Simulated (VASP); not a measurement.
# Zr3SiF2 (P6_3/mmc) in VASP: single point with PBE

Aim: the single point of Zr3SiF2 with PBE.

Everything below comes from runs of VASP 6.6.1. Logs are shortened: lines on timing, memory, paths and dates and some standing lists are left out, and cuts for length are marked.

## Step 1: The cell of the first run

The structure is hexagonal, space group P6_3/mmc (No. 194). The conventional cell has a = 6.449 Å, b = 6.449 Å, c = 7.587 Å, α = 90.00°, β = 90.00°, γ = 120.00°. Within 3.0 Å of Zr (site symmetry mm2) lie 2 F at 2.28 Å and 2 Si at 2.63 Å. Within 3.5 Å of Si (site symmetry -3m) lie 6 Zr at 2.63 Å. F (site symmetry 3m) has 3 Zr at 2.28 Å and 1 F at 2.51 Å within 3.0 Å.

The cell was generated, and may not be a known phase.

## Step 2: Single point, PBE, collinear spin

INCAR reads:

```
PREC = Accurate ; ENCUT = 600
EDIFF = 1E-6 ; ISMEAR = 0
SIGMA = 0.1 ; LREAL = False
LASPH = True ; NELM = 200
ALGO = Normal ; ISIF = 2
LWAVE = False ; LCHARG = True
ISPIN = 2 ; MAGMOM = 1 1 1 1 1 1 0 0 0 0 0 0
LORBIT = 11 ; LMAXMIX = 4
GGA = PE ; LELF = True
LVHAR = True ; NBANDS = 70
GGA_COMPAT = False
```

KPOINTS reads:

```
Automatic mesh
0
Gamma
  3 3 2
```

POSCAR reads:

```
Zr3SiF2
1.0
    6.4486932011      0.0000000000      0.0000000000
   -3.2243466006      5.5847321334      0.0000000000
    0.0000000000      0.0000000000      7.5866815172
Zr Si F
6 2 4
Direct
    0.1627013414      0.3254026827      0.7500000000
    0.6745973173      0.8372986586      0.7500000000
    0.1627013414      0.8372986586      0.7500000000
    0.8372986586      0.6745973173      0.2500000000
    0.3254026827      0.1627013414      0.2500000000
    0.8372986586      0.1627013414      0.2500000000
    0.0000000000      0.0000000000      0.0000000000
    0.0000000000      0.0000000000      0.5000000000
    0.6666666667      0.3333333333      0.0845417559
    0.3333333333      0.6666666667      0.9154582441
    0.3333333333      0.6666666667      0.5845417559
    0.6666666667      0.3333333333      0.4154582441
```

Potentials or basis: VASP PAW PBE potentials, release 64 (Zr_sv, Si, F).

On the command line:

```bash
$ cat potpaw_PBE.64/Zr_sv/POTCAR potpaw_PBE.64/Si/POTCAR potpaw_PBE.64/F/POTCAR > POTCAR
$ mpirun -np 1 vasp_std > vasp.out
```

OUTCAR:

```text
PREC = Accurate
   ENCUT = 600
   EDIFF = 1E-6
   ISMEAR = 0
   LREAL = False
   LASPH = True
   NELM = 200
   ISIF = 2
   ISPIN = 2
   LORBIT = 11
   GGA = PE

 ion  position               nearest neighbor table
   1  0.163  0.325  0.750-  10 2.28  11 2.28   7 2.63   8 2.63   2 3.15   3 3.15   2 3.30   3 3.30

   2  0.675  0.837  0.750-  10 2.28  11 2.28   7 2.63   8 2.63   3 3.15   1 3.15   3 3.30   1 3.30

   3  0.163  0.837  0.750-  10 2.28  11 2.28   7 2.63   8 2.63   2 3.15   1 3.15   2 3.30   1 3.30

   4  0.837  0.675  0.250-   9 2.28  12 2.28   7 2.63   8 2.63   5 3.15   6 3.15   5 3.30   6 3.30

   5  0.325  0.163  0.250-   9 2.28  12 2.28   7 2.63   8 2.63   6 3.15   4 3.15   6 3.30   4 3.30

   6  0.837  0.163  0.250-   9 2.28  12 2.28   7 2.63   8 2.63   5 3.15   4 3.15   5 3.30   4 3.30

   7  0.000  0.000  0.000-   2 2.63   5 2.63   4 2.63   1 2.63   3 2.63   6 2.63
   8  0.000  0.000  0.500-   2 2.63   5 2.63   4 2.63   1 2.63   3 2.63   6 2.63
   9  0.667  0.333  0.085-   6 2.28   5 2.28   4 2.28
  10  0.333  0.667  0.915-   3 2.28   2 2.28   1 2.28
  11  0.333  0.667  0.585-   3 2.28   2 2.28   1 2.28
  12  0.667  0.333  0.415-   6 2.28   5 2.28   4 2.28

  LATTYP: Found a hexagonal cell.
 ALAT       =     6.4486932011
 C/A-ratio  =     1.1764680503

  Lattice vectors:

 A1 = (   6.4486932011,   0.0000000000,   0.0000000000)
 A2 = (  -3.2243466006,   5.5847321334,   0.0000000000)
 A3 = (   0.0000000000,   0.0000000000,   7.5866815172)

Analysis of symmetry for initial positions (statically):
=====================================================================
 Subroutine PRICEL returns:
 Original cell was already a primitive cell.

 Routine SETGRP: Setting up the symmetry group for a
 hexagonal supercell.

 Subroutine GETGRP returns: Found 24 space group operations
 (whereof 12 operations were pure point group operations)
 out of a pool of 24 trial point group operations.

The static configuration has the point symmetry D_3d.
 The point group associated with its full space group is D_6h.

Analysis of symmetry for dynamics (positions and initial velocities):
=====================================================================
 Subroutine PRICEL returns:
 Original cell was already a primitive cell.

 Routine SETGRP: Setting up the symmetry group for a
 hexagonal supercell.

 Subroutine GETGRP returns: Found 24 space group operations
 (whereof 12 operations were pure point group operations)
[... 173 lines left out ...]
 Fermi energy:         5.3021778501

 spin component 1

 k-point     1 :       0.0000    0.0000    0.0000
  band No.  band energies     occupation
      1     -44.1952      1.00000
      2     -44.1924      1.00000
      3     -44.1221      1.00000
      4     -44.1221      1.00000
      5     -44.1209      1.00000
      6     -44.1209      1.00000
[... 403 lines left out ...]
     65       6.9892      0.00000
     66       6.9892      0.00000
 Fermi energy:         5.3021778501

 spin component 2

 k-point     1 :       0.0000    0.0000    0.0000
  band No.  band energies     occupation
      1     -44.1357      1.00000
      2     -44.1329      1.00000
      3     -44.0628      1.00000
      4     -44.0628      1.00000
      5     -44.0616      1.00000
      6     -44.0616      1.00000
[... 403 lines left out ...]
     65       7.0822      0.00000
     66       7.0822      0.00000
 [bands above 66 left out]

------------------------ aborting loop because EDIFF is reached ----------------------------------------

  FORCE on cell =-STRESS in cart. coord.  units (eV):
  Direction    XX          YY          ZZ          XY          YZ          ZX
  --------------------------------------------------------------------------------------
  -------------------------------------------------------------------------------------
  Total        0.4274274      0.4274274     -0.8044815     -0.0000000      0.0000000     -0.0000000
  in kB        2.5063807      2.5063807     -4.7173784     -0.0000000      0.0000000     -0.0000000
  external PRESSURE =       0.0984610 kB  Pullay stress =       0.0000000 kB

 VOLUME and BASIS-vectors are now :
 -----------------------------------------------------------------------------
  energy-cutoff  :      600.00
  volume of cell :      273.23
      direct lattice vectors                 reciprocal lattice vectors
     6.448693201  0.000000000  0.000000000     0.155070178  0.089529809  0.000000000
    -3.224346601  5.584732133  0.000000000     0.000000000  0.179059618  0.000000000
     0.000000000  0.000000000  7.586681517     0.000000000  0.000000000  0.131809935

 POSITION                                       TOTAL-FORCE (eV/Angst)
 -----------------------------------------------------------------------------------
      0.00000      1.81729      5.69001        -0.000000      0.033753     -0.000000
      1.65053      4.67609      5.69001        -0.029231     -0.016876     -0.000000
     -1.65053      4.67609      5.69001         0.029231     -0.016876      0.000000
      3.22435      3.76745      1.89667         0.000000     -0.033753      0.000000
      1.57382      0.90864      1.89667         0.029231      0.016876     -0.000000
      4.87488      0.90864      1.89667        -0.029231      0.016876     -0.000000
      0.00000      0.00000      0.00000         0.000000      0.000000      0.000000
      0.00000      0.00000      3.79334         0.000000      0.000000      0.000000
      3.22435      1.86158      0.64139         0.000000      0.000000     -0.008626
     -0.00000      3.72315      6.94529         0.000000     -0.000000      0.008626
     -0.00000      3.72315      4.43473        -0.000000      0.000000     -0.008626
      3.22435      1.86158      3.15195         0.000000     -0.000000      0.008626
 -----------------------------------------------------------------------------------
    total drift:                               -0.000000     -0.000000      0.000000

  FREE ENERGIE OF THE ION-ELECTRON SYSTEM (eV)
  ---------------------------------------------------
  free  energy   TOTEN  =       -82.0612561497 eV

  energy  without entropy=      -81.9995993599  energy(sigma->0) =      -82.03042775

 total charge

# of ion       s       p       d       tot
------------------------------------------
    1        2.173   5.959   1.624   9.756
    2        2.173   5.959   1.624   9.756
    3        2.173   5.959   1.624   9.756
    4        2.173   5.959   1.624   9.756
    5        2.173   5.959   1.624   9.756
    6        2.173   5.959   1.624   9.756
    7        0.790   1.020   0.000   1.810
    8        0.790   1.020   0.000   1.810
    9        1.738   4.345   0.000   6.084
   10        1.738   4.345   0.000   6.084
   11        1.738   4.345   0.000   6.084
   12        1.738   4.345   0.000   6.084
--------------------------------------------------
tot         21.569  55.179   9.741  86.489

 magnetization (x)

# of ion       s       p       d       tot
------------------------------------------
    1        0.004   0.002   0.092   0.098
    2        0.004   0.002   0.092   0.098
    3        0.004   0.002   0.092   0.098
    4        0.004   0.002   0.092   0.098
    5        0.004   0.002   0.092   0.098
    6        0.004   0.002   0.092   0.098
    7       -0.000  -0.002   0.000  -0.003
    8       -0.000  -0.002   0.000  -0.003
    9        0.000   0.003   0.000   0.003
   10        0.000   0.003   0.000   0.003
   11        0.000   0.003   0.000   0.003
   12        0.000   0.003   0.000   0.003
--------------------------------------------------
tot          0.026   0.019   0.551   0.596
```

OSZICAR:

```text
N       E                     dE             d eps       ncg     rms          rms(c)
DAV:   1     0.117321241856E+04    0.11732E+04   -0.59809E+04  1680   0.163E+03
DAV:   2     0.185467113197E+02   -0.11547E+04   -0.11176E+04  1960   0.447E+02
DAV:   3    -0.810223782463E+02   -0.99569E+02   -0.97770E+02  2320   0.117E+02
[... 11 lines left out ...]
DAV:  15    -0.820612098931E+02   -0.63662E-04   -0.81148E-05  2136   0.287E-02    0.155E-02
DAV:  16    -0.820612395311E+02   -0.29638E-04   -0.53894E-05  2144   0.205E-02    0.103E-02
DAV:  17    -0.820612497103E+02   -0.10179E-04   -0.17760E-05  2184   0.108E-02    0.616E-03
DAV:  18    -0.820612546945E+02   -0.49842E-05   -0.10327E-05  1816   0.887E-03    0.322E-03
DAV:  19    -0.820612560064E+02   -0.13119E-05   -0.33493E-06  1504   0.524E-03    0.171E-03
DAV:  20    -0.820612561497E+02   -0.14328E-06   -0.63935E-07  1152   0.273E-03
   1 F= -.82061256E+02 E0= -.82030428E+02  d E =-.616568E-01  mag=     1.0947
```

Wall time 15 min (1 thread of Intel Xeon Platinum 8375C at 2.90GHz (Ice Lake), shared host); peak memory 0.67 GiB.

Results:

```yaml
Free_energy: -82.0613 eV
Pressure: 0.0 GPa
Largest_force: 0.034 eV/Å
Net_moment: 1.10 μB per cell
Site_moments: Zr +0.10; Si -0.00; F +0.00 μB
Valence_electrons_inside_the_program's_atomic_spheres: Zr 9.76; Si 1.81; F 6.08
```

Forces in eV/Å, atoms in the order of the input:
```
Zr   0.000  0.034  0.000
Zr  -0.029 -0.017  0.000
Zr   0.029 -0.017  0.000
Zr   0.000 -0.034  0.000
Zr   0.029  0.017  0.000
Zr  -0.029  0.017  0.000
Si   0.000  0.000  0.000
Si   0.000  0.000  0.000
F    0.000  0.000 -0.009
F    0.000  0.000  0.009
F    0.000  0.000 -0.009
F    0.000  0.000  0.009
```

Stress tensor (GPa, compression positive):
```
 0.25  0.00  0.00
 0.00  0.25  0.00
 0.00  0.00 -0.47
```

Caveat: the k points lie up to 0.41 Å⁻¹ apart; a moment this small can come from the mesh or the smearing.
